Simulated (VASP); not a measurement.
Set up this calculation in VASP 6.6.1, as the native input.

| Item | Value |
| --- | --- |
| Task | single point |
| Functional | PBE |
| Potentials or basis | VASP PAW PBE potentials, release 64 (Si) |
| Cutoff | 520 eV |
| k mesh | 6 × 6 × 2 |
| Occupations | gaussian, width 0.01 eV |
| Spin | no spin polarisation |
| Dipole correction | no |
| Further INCAR settings | ALGO = Normal; EDIFF = 1e-06; NBANDS = 26 |

The structure of Si lies in POSCAR:

```
Si
1.0
    3.9346708941      0.0000000000      0.0000000000
   -1.9673354471      3.4075249498      0.0000000000
    0.0000000000      0.0000000000     12.9246176513
Si
8
Direct
    0.0000000000      0.0000000000      0.0005003176
    0.3333333333      0.6666666667      0.2496538927
    0.0000000000      0.0000000000      0.5005003176
    0.6666666667      0.3333333333      0.7496538927
    0.0000000000      0.0000000000      0.1869996824
    0.3333333333      0.6666666667      0.4378461073
    0.0000000000      0.0000000000      0.6869996824
    0.6666666667      0.3333333333      0.9378461073
```

This isn't the form of Si at room conditions, which is diamond.

These files were run (other wordings do the same):

INCAR

```
  ALGO = Normal
  EDIFF = 1E-6
  ENCUT = 520
  GGA = PE
  ISIF = 2
  ISMEAR = 0
  LASPH = True
  LCHARG = False
  LREAL = False
  LWAVE = False
  NBANDS = 26
  NELM = 80
  PREC = Accurate
  SIGMA = 0.01
```

KPOINTS

```
k-points
0
Gamma
  6 6 2
```

Potentials or basis: VASP PAW PBE potentials, release 64 (Si).

Run with:

```console
$ cat potpaw_PBE.64/Si/POTCAR > POTCAR
$ mpirun -np 1 vasp_std > vasp.out
```

It gave:

- Pressure: -4.6 GPa
- Largest force: 0.022 eV/Å
- Band gap on the k mesh: 0.71 eV (least direct gap 1.05 eV)

Caveat: the cell stands under tension.

Run time: 32 s on 1 thread of Intel(R) Xeon(R) 6975P-C (Granite Rapids), with other jobs on the host, peak memory 0.28 GiB.
